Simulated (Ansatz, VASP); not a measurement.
**ZrB2 in VASP and in Ansatz**

```
CELL_PARAMETERS angstrom
3.12330 0.00000 0.00000
-1.56165 2.70486 0.00000
0.00000 0.00000 3.68210
ATOMIC_POSITIONS crystal
Zr 0.00000 0.00000 0.00000
B 0.33333 0.66667 0.50000
B 0.66667 0.33333 0.50000
```

Alike in both runs: task single point; functional PBEsol; k mesh 15 × 15 × 12; occupations gaussian, width 0.15 eV; no spin polarisation.

|  | VASP | Ansatz |
| --- | --- | --- |
| version | VASP 6.6.1 | Ansatz 0.2.0 |
| potentials or method | VASP PAW PBE potentials, release 64 (Zr_sv, B), cutoff 520 eV | scalar-relativistic, plane waves, PAW |
| valence electrons in the cell | 18 | 18 |

```csv
,VASP,Ansatz,Ansatz less VASP
gap on the k mesh at the Fermi level (eV),none,none,-
pressure (GPa),-5.3,-5.6,-0.32
"traceless stress, the component that is largest in VASP (GPa)",-12.68,-12.66,+0.023
```

VASP's potentials were made for PBE, not for PBEsol. A gap of «none» marks a metal or a gap that the smearing closes. With one functional, cell and mesh, what is left measures potentials, basis and numerics.
